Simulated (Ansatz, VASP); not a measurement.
# GaSb: VASP beside Ansatz

File INCAR:

```
SYSTEM = GaSb
PREC = Accurate
ENCUT = 600
EDIFF = 1E-7
ISMEAR = -1
SIGMA = 0.05
LREAL = .False.
LASPH = .True.
NELM = 150
ALGO = Normal
ISIF = 3
LWAVE = .False.
LCHARG = .False.
MAGMOM = 0 0 0 0 0 0
LORBIT = 11
LSORBIT = .True.
GGA_COMPAT = .False.
LORBMOM = .True.
IBRION = 2
NSW = 80
EDIFFG = -0.02
LUSENCCL = .False.
```

Contents of KPOINTS:

```
regular mesh
0
Gamma
  7 7 7
  0 0 0
```

The input POSCAR:

```
GaSb
1.0
   -1.5559010000      2.6750030000      2.8933130000
    1.5559010000     -2.6750030000      2.8933130000
    1.5559010000      2.6750030000     -2.8933130000
Sb Ga
1 1
Direct
    0.5000000000      0.5000000000      0.0000000000
    0.0000000000      0.0000000000      0.0000000000
```

File input.yaml:

```yaml
crystal:
  lattice:
    - [-1.555901, 2.675003, 2.893313]
    - [1.555901, -2.675003, 2.893313]
    - [1.555901, 2.675003, -2.893313]
  atoms:
    - { symbol: Sb, position: [0.5, 0.5, 0.0] }
    - { symbol: Ga, position: [0.0, 0.0, 0.0] }
kpoints:
  mp_grid: { grid: [7, 7, 7] }
scf:
  occupations: { method: fermi_dirac, width: 0.05 }
hamiltonian:
  xc: lda
  pseudopotentials: { kind: all_electron, lapw: { basis_error: 0.001 } }
magnetization:
  noncollinear: true
  spin_orbit: true
output:
  forces: true
  stress: true
relax:
  f_tol: 0.02
  max_steps: 60
  cell: {}
```

Alike in both runs: task relaxation of cell and atoms; functional LDA; k mesh 7 × 7 × 7; occupations fermi-dirac, width 0.05 eV; non-collinear spin, spin-orbit coupling.

|  | VASP | Ansatz |
| --- | --- | --- |
| version | VASP 6.6.1 | Ansatz 0.2.0 |
| potentials or method | VASP PAW LDA potentials, release 64 (Sb, Ga_d), cutoff 600 eV | all-electron LAPW, relativistic spinors |

|  | VASP | Ansatz | Ansatz less VASP |
| --- | --- | --- | --- |
| relaxed volume (Å³/atom) | 22.23 | 22.17 | -0.064 |
| relaxed length of the cell vector where the two differ most in proportion (Å) | 4.119 | 4.115 | -0.0038 |

LDA's correlation is that of Perdew and Zunger in VASP and of Perdew and Wang (1992) in Ansatz. Ansatz ran all-electron here, and VASP with PAW potentials.

Noted on Ansatz's run: the k mesh is thin for a metal, which can move the energy by tens of meV per atom.
